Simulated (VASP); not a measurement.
Write the native input for VASP 6.6.1 that does the following.

| Item | Value |
| --- | --- |
| Task | single point |
| Functional | PBE |
| Potentials or basis | VASP PAW PBE potentials, release 64 (Ba_sv, Ir_sv_GW) |
| Cutoff | 500 eV |
| k mesh | 8 × 8 × 8 |
| Occupations | gaussian, width 0.05 eV |
| Spin | no spin polarisation |
| Dipole correction | no |
| Second run | valence_matched |
| Further INCAR settings | ALGO = Normal; EDIFF = 1e-06; NBANDS = 38 |

The structure of BaIr3 lies in POSCAR:

```
BaIr3
1.0
    4.2490551527      0.0000000000      0.0000000000
    0.0000000000      4.2490551527      0.0000000000
    0.0000000000      0.0000000000      4.2490551527
Ba Ir
1 3
Direct
    0.0000000000      0.0000000000      0.0000000000
    0.0000000000      0.5000000000      0.5000000000
    0.5000000000      0.5000000000      0.0000000000
    0.5000000000      0.0000000000      0.5000000000
```

This cell differs from its parent crystal: volume scaled by 1.020.

These files were run (other wordings do the same):

INCAR

```
SYSTEM = BaIr3
  PREC = Accurate
  ENCUT = 500
  EDIFF = 1E-6
  ISMEAR = 0
  SIGMA = 0.05
  LREAL = .FALSE.
  LASPH = .TRUE.
  NELM = 120
  ALGO = Normal
  ISIF = 2
  LWAVE = .FALSE.
  LCHARG = .FALSE.
  GGA = PE
  NBANDS = 38
  GGA_COMPAT = .FALSE.
```

KPOINTS

```
Automatic mesh
0
G
  8 8 8
  0 0 0
```

Potentials or basis: VASP PAW PBE potentials, release 64 (Ba_sv, Ir_sv_GW).

Launch:

```bash
$ cat potpaw_PBE.64/Ba_sv/POTCAR potpaw_PBE.64/Ir_sv_GW/POTCAR > POTCAR
$ mpirun -np 1 vasp_std > vasp.out
```

Results of the run:

The pressure is -1.0 GPa.

It took 81 s on 1 thread of AMD EPYC 7R43 64-Core Processor (Zen 3) (shared host), peak memory 0.2 GiB.
